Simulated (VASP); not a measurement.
# NaH (Pmmm) in VASP: notebook, part 2 of 2

VASP 6.6.1. Earlier steps stand in the parts before.

## (3) Single point, PBEsol (strain +0.0300 x Voigt [1, -1, 0, 0, 0, 0])

File INCAR:

```
PREC = Accurate
ENCUT = 500
EDIFF = 1E-6
ISMEAR = 0
SIGMA = 0.05
LREAL = F
LASPH = T
NELM = 120
ALGO = Normal
ISIF = 2
LWAVE = F
LCHARG = F
GGA = PS
NBANDS = 11
GGA_COMPAT = F
```

File KPOINTS:

```
regular mesh
0
Gamma
  10 10 10
```

File POSCAR:

```
NaH
1.0
    3.0437777200      0.0000000000      0.0000000000
    0.0000000000      2.8664702800      0.0000000000
    0.0000000000      0.0000000000      2.9551240000
Na H
1 1
Direct
    0.0000000000      0.0000000000      0.0000000000
    0.5000000000      0.5000000000      0.5000000000
```

Potentials or basis: VASP PAW PBE potentials, release 64 (Na_pv, H).

Launch:

```sh
cat potpaw_PBE.64/Na_pv/POTCAR potpaw_PBE.64/H/POTCAR > POTCAR
mpirun -np 1 vasp_std > vasp.out
```

OUTCAR:

```text
PREC = Accurate
   ENCUT = 500
   EDIFF = 1E-6
   ISMEAR = 0
   LREAL = F
   LASPH = T
   NELM = 120
   ISIF = 2
   GGA = PS

 ion  position               nearest neighbor table
   1  0.000  0.000  0.000-
   2  0.500  0.500  0.500-

  LATTYP: Found a simple orthorhombic cell.
 ALAT       =     2.8664702800
 B/A-ratio  =     1.0309278351
 C/A-ratio  =     1.0618556701

  Lattice vectors:

 A1 = (   0.0000000000,   2.8664702800,   0.0000000000)
 A2 = (   0.0000000000,   0.0000000000,   2.9551240000)
 A3 = (   3.0437777200,   0.0000000000,   0.0000000000)

Analysis of symmetry for initial positions (statically):
=====================================================================
 Subroutine PRICEL returns:
 Original cell was already a primitive cell.

 Routine SETGRP: Setting up the symmetry group for a
 simple orthorhombic supercell.

 Subroutine GETGRP returns: Found  8 space group operations
 (whereof  8 operations were pure point group operations)
 out of a pool of  8 trial point group operations.

The static configuration has the point symmetry D_2h.

Analysis of symmetry for dynamics (positions and initial velocities):
=====================================================================
 Subroutine PRICEL returns:
 Original cell was already a primitive cell.

 Routine SETGRP: Setting up the symmetry group for a
 simple orthorhombic supercell.

 Subroutine GETGRP returns: Found  8 space group operations
 (whereof  8 operations were pure point group operations)
 out of a pool of  8 trial point group operations.

The dynamic configuration has the point symmetry D_2h.

 Subroutine INISYM returns: Found  8 space group operations
 (whereof  8 operations are pure point group operations),
 and found     1 'primitive' translations

----------------------------------------------------------------------------------------
[... 118 lines left out ...]
   GGA     = PS    functional components
   LHFCALC =     F    Hartree Fock is set to
   AEXX    =    0.0000 exact exchange contribution
   IVDW    =     0    specifies the selected vdW correction
   LEPSILON=     F    determine dielectric tensor
   LRPA    =     F    only Hartree local field effects (RPA)
 non-spin polarized calculation
 Gauss-broadening in eV      SIGMA  =   0.05
  energy-cutoff  :      500.00
  volume of cell :       25.78
 maximum number of plane-waves:       671
 NGX is ok and might be reduce to    24
   NGX = 11   NGY = 11   NGZ = 11

 number of electron       7.9999999 magnetization

 Free energy of the ion-electron system (eV)
  ---------------------------------------------------
  ext. energy  EPLUGINS =         0.00000000
  ---------------------------------------------------
  free energy    TOTEN  =        -4.77222903 eV

  energy without entropy =       -4.77222903  energy(sigma->0) =       -4.77222903

 E-fermi :   1.6553     XC(G=0):  -8.2639

 val. band max:        1.4003024643   @ k =   0.5000   0.5000   0.5000
 cond. band min:       1.9045141974   @ k =   0.5000   0.0000   0.0000
 fundamental gap:      0.5042117331
 Fermi energy:         1.6552640513

 k-point     1 :       0.0000    0.0000    0.0000
  band No.  band energies     occupation
      1     -23.1318      2.00000
      2     -23.1297      2.00000
      3     -23.1234      2.00000
      4      -4.6951      2.00000
      5       9.8274      0.00000
      6      11.7376      0.00000
      7      12.6562      0.00000
      8      12.7029      0.00000
      9      13.6696      0.00000
     10      14.7245      0.00000
     11      26.1023      0.00000
[... 309 lines left out ...]
 k-point    24 :       0.5000    0.3000    0.0000
  band No.  band energies     occupation
      1     -23.2539      2.00000
      2     -23.2509      2.00000
      3     -23.1046      2.00000
      4      -1.2591      2.00000
      5       3.5396      0.00000
      6       7.6231      0.00000
      7      10.8652      0.00000
      8      15.3162      0.00000
      9      17.2171      0.00000
     10      19.2112      0.00000
     11      20.4178      0.00000

 [... further k-points ...]

------------------------ aborting loop because EDIFF is reached ----------------------------------------

  FORCE on cell =-STRESS in cart. coord.  units (eV):
  Direction    XX          YY          ZZ          XY          YZ          ZX
  --------------------------------------------------------------------------------------
  -------------------------------------------------------------------------------------
  Total       -0.6065719      0.4750739     -0.0731608      0.0000000     -0.0000000      0.0000000
  in kB      -37.6926594     29.5213099     -4.5462434      0.0000000     -0.0000000      0.0000000
  external PRESSURE =      -4.2391976 kB  Pullay stress =       0.0000000 kB

 VOLUME and BASIS-vectors are now :
 -----------------------------------------------------------------------------
  energy-cutoff  :      500.00
  volume of cell :       25.78
      direct lattice vectors                 reciprocal lattice vectors
     3.043777720  0.000000000  0.000000000     0.328539102  0.000000000  0.000000000
     0.000000000  2.866470280  0.000000000     0.000000000  0.348861109  0.000000000
     0.000000000  0.000000000  2.955124000     0.000000000  0.000000000  0.338395275

 POSITION                                       TOTAL-FORCE (eV/Angst)
 -----------------------------------------------------------------------------------
      0.00000      0.00000      0.00000         0.000000      0.000000      0.000000
      1.52189      1.43324      1.47756         0.000000      0.000000      0.000000
 -----------------------------------------------------------------------------------
    total drift:                                0.000000      0.000000      0.000000

  FREE ENERGIE OF THE ION-ELECTRON SYSTEM (eV)
  ---------------------------------------------------
  free  energy   TOTEN  =        -4.7722290271 eV

  energy  without entropy=       -4.7722290271  energy(sigma->0) =       -4.77222903
```

It took 32 s on 1 thread of AMD EPYC 7R13 (Zen 3), shared host; peak memory 0.14 GiB.

What came out:

```
Free energy            : -4.7722 eV
Pressure               : -0.4 GPa
Band gap on the k mesh : 0.50 eV (least direct gap 4.22 eV)
```

Caveat: the cell differs from its parent crystal (strain +0.0300 x Voigt [1, -1, 0, 0, 0, 0]); the PAW data sets were made with another functional, which shifts forces and pressure a little.

## (4) Single point, PBEsol (strain -0.0200 x Voigt [1, -1, 0, 0, 0, 0])

File INCAR:

```
PREC = Accurate ; ENCUT = 500
EDIFF = 1E-6 ; ISMEAR = 0
SIGMA = 0.05 ; LREAL = False
LASPH = True ; NELM = 120
ALGO = Normal ; ISIF = 2
LWAVE = False ; LCHARG = True
GGA = PS ; LELF = True
LVHAR = True ; NBANDS = 11
GGA_COMPAT = False
```

KPOINTS is that of step 3.

File POSCAR:

```
NaH
1.0
    2.8960215200      0.0000000000      0.0000000000
    0.0000000000      3.0142264800      0.0000000000
    0.0000000000      0.0000000000      2.9551240000
Na H
1 1
Direct
    0.0000000000      0.0000000000      0.0000000000
    0.5000000000      0.5000000000      0.5000000000
```

Launch:

```sh
cat potpaw_PBE.64/Na_pv/POTCAR potpaw_PBE.64/H/POTCAR > POTCAR
mpirun -np 1 vasp_std > vasp.out
```

Wall time 33 s (1 thread of AMD EPYC 7R13 (Zen 3), shared host); peak memory 0.14 GiB.

Results (log left out):

```
Free energy            : -4.7812 eV
Pressure               : -0.5 GPa
Band gap on the k mesh : 0.61 eV (least direct gap 4.25 eV)
```

Stress tensor (GPa, compression positive):
```
 1.79  0.00  0.00
 0.00 -2.69  0.00
 0.00  0.00 -0.47
```

Levels at points of the mesh, in eV from the valence-band top:
```csv
k point,band 1,band 2,band 3,band 4,band 5,band 6,band 7,band 8,band 9
"(0.00, 0.00, 0.00)",-24.51,-24.51,-24.50,-6.08,8.54,10.44,11.05,11.63,12.28
"(0.50, 0.00, 0.00)",-24.72,-24.49,-24.49,-3.38,0.98,10.61,13.81,13.91,14.43
"(0.00, 0.50, 0.00)",-24.67,-24.50,-24.49,-3.64,0.61,10.92,13.99,14.24,14.90
"(0.50, 0.50, 0.00)",-24.69,-24.63,-24.48,-1.79,3.99,4.06,6.61,14.54,18.25
"(0.00, 0.00, 0.50)",-24.69,-24.49,-24.49,-3.52,0.79,10.71,13.71,13.93,14.99
"(0.50, 0.00, 0.50)",-24.69,-24.65,-24.48,-1.68,4.17,4.21,6.79,14.08,17.84
"(0.00, 0.50, 0.50)",-24.66,-24.64,-24.48,-1.91,3.83,3.88,6.44,15.02,18.84
"(0.50, 0.50, 0.50)",-24.66,-24.63,-24.61,0.00,6.58,6.66,6.74,8.84,8.88
```

Caveat: the cell differs from its parent crystal (strain -0.0200 x Voigt [1, -1, 0, 0, 0, 0]); the PAW data sets were made with another functional, which shifts forces and pressure a little. A k mesh can miss the band edges.

## (5) Single point, PBEsol (strain +0.0100 x Voigt [1, -1, 0, 0, 0, 0])

File INCAR:

```
SYSTEM = NaH
  PREC = Accurate
  ENCUT = 500
  EDIFF = 1E-6
  ISMEAR = 0
  SIGMA = 0.05
  LREAL = .False.
  LASPH = .True.
  NELM = 120
  ALGO = Normal
  ISIF = 2
  LWAVE = .False.
  LCHARG = .False.
  GGA = PS
  NBANDS = 11
  GGA_COMPAT = .False.
```

File KPOINTS:

```
regular mesh
0
Gamma
  10 10 10
  0 0 0
```

File POSCAR:

```
NaH
1.0
    2.9846752400      0.0000000000      0.0000000000
    0.0000000000      2.9255727600      0.0000000000
    0.0000000000      0.0000000000      2.9551240000
Na H
1 1
Direct
    0.0000000000      0.0000000000      0.0000000000
    0.5000000000      0.5000000000      0.5000000000
```

Launch:

```sh
cat potpaw_PBE.64/Na_pv/POTCAR potpaw_PBE.64/H/POTCAR > POTCAR
mpirun -np 1 vasp_std > vasp.out
```

Run time: 31 s. Hardware: 1 thread of AMD EPYC 7R13 (Zen 3), shared host; peak memory 0.14 GiB.

It converged, with:

| Quantity | Value |
| --- | --- |
| Free energy | -4.7866 eV |
| Pressure | -0.5 GPa |
| Band gap on the k mesh | 0.71 eV (least direct gap 4.28 eV) |

Stress tensor (GPa, compression positive):
```
-1.59  0.00  0.00
 0.00  0.64  0.00
 0.00  0.00 -0.48
```

Levels at points of the mesh, in eV from the valence-band top:
| k point | band 1 | band 2 | band 3 | band 4 | band 5 | band 6 | band 7 | band 8 | band 9 |
| --- | --- | --- | --- | --- | --- | --- | --- | --- | --- |
| (0.00, 0.00, 0.00) | -24.50 | -24.50 | -24.49 | -6.07 | 8.61 | 10.56 | 10.87 | 11.96 | 12.29 |
| (0.50, 0.00, 0.00) | -24.67 | -24.48 | -24.48 | -3.57 | 0.71 | 10.86 | 13.98 | 14.29 | 14.62 |
| (0.00, 0.50, 0.00) | -24.69 | -24.48 | -24.48 | -3.44 | 0.90 | 10.70 | 13.94 | 14.07 | 14.39 |
| (0.50, 0.50, 0.00) | -24.66 | -24.63 | -24.46 | -1.79 | 4.01 | 4.05 | 6.62 | 14.55 | 18.32 |
| (0.00, 0.00, 0.50) | -24.68 | -24.48 | -24.48 | -3.51 | 0.80 | 10.76 | 13.95 | 14.02 | 14.66 |
| (0.50, 0.00, 0.50) | -24.65 | -24.63 | -24.47 | -1.85 | 3.93 | 3.95 | 6.53 | 14.78 | 18.62 |
| (0.00, 0.50, 0.50) | -24.66 | -24.64 | -24.46 | -1.73 | 4.10 | 4.12 | 6.70 | 14.32 | 18.11 |
| (0.50, 0.50, 0.50) | -24.64 | -24.62 | -24.61 | 0.00 | 6.62 | 6.66 | 6.70 | 8.86 | 8.88 |

Caveat: the cell differs from its parent crystal (strain +0.0100 x Voigt [1, -1, 0, 0, 0, 0]); the PAW data sets were made with another functional, which shifts forces and pressure a little. A k mesh can miss the band edges.

## (6) The runs side by side

| cell | gap on the mesh (eV) | pressure (GPa) |
| --- | --- | --- |
| a = 2.837, b = 3.073, c = 2.955 Å, 2 atoms | 0.40 | -0.4 |
| a = 3.044, b = 2.866, c = 2.955 Å, 2 atoms | 0.50 | -0.4 |
| a = 2.896, b = 3.014, c = 2.955 Å, 2 atoms | 0.61 | -0.5 |
| a = 2.985, b = 2.926, c = 2.955 Å, 2 atoms | 0.71 | -0.5 |

Alike in all rows: task single point; level PBEsol; potentials or basis VASP PAW PBE potentials, release 64 (Na_pv, H); no spin polarisation; k mesh 10 × 10 × 10; cutoff (eV) 500; smearing gaussian 0.05 eV.

Caveats: the PAW data sets were made with another functional, which shifts forces and pressure a little.

Total energies depend on the potentials used, so only differences within one code and one set of settings carry meaning.
